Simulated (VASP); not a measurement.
Set up this calculation in VASP 6.6.1, as the native input.

- Task: single point
- Functional: LDA
- Potentials or basis: VASP PAW LDA potentials, release 64 (Ti_sv, Hg)
- Cutoff: 520 eV
- k mesh: 14 × 14 × 10
- Occupations: fermi-dirac, width 0.08 eV
- Spin: no spin polarisation
- Dipole correction: no
- Further INCAR settings: ALGO = Normal; EDIFF = 1e-06; NBANDS = 19

The structure of TiHg lies in POSCAR:

```
TiHg
1.0
    3.0680149827      0.0000000000      0.0000000000
    0.0000000000      3.0680149827      0.0000000000
    0.0000000000      0.0000000000      4.1202554154
Ti Hg
1 1
Direct
    0.5000000000      0.5000000000      0.5000000000
    0.0000000000      0.0000000000      0.0000000000
```

One way to write it, as run:

INCAR

```
PREC = Accurate
ENCUT = 520
EDIFF = 1E-6
ISMEAR = -1
SIGMA = 0.08
LREAL = F
LASPH = T
NELM = 100
ALGO = Normal
ISIF = 2
LWAVE = F
LCHARG = F
GGA = CA
NBANDS = 19
```

KPOINTS

```
Automatic mesh
0
Gamma
  14 14 10
```

Potentials or basis: VASP PAW LDA potentials, release 64 (Ti_sv, Hg).

The run is started by

```sh
$ cat potpaw_LDA.64/Ti_sv/POTCAR potpaw_LDA.64/Hg/POTCAR > POTCAR
$ mpirun -np 1 vasp_std > vasp.out
```

Results of the run:

The pressure is -11.1 GPa and the band gap on the k mesh is zero (bands 12 and 13 overlap by 1.00 eV).

Caveat: the cell stands under tension; spin-orbit coupling is left out, which moves the levels of the heavy elements.

It took 62 s on 1 thread of Intel(R) Xeon(R) Platinum 8488C (Sapphire Rapids), with other jobs on the host, peak memory 0.26 GiB.
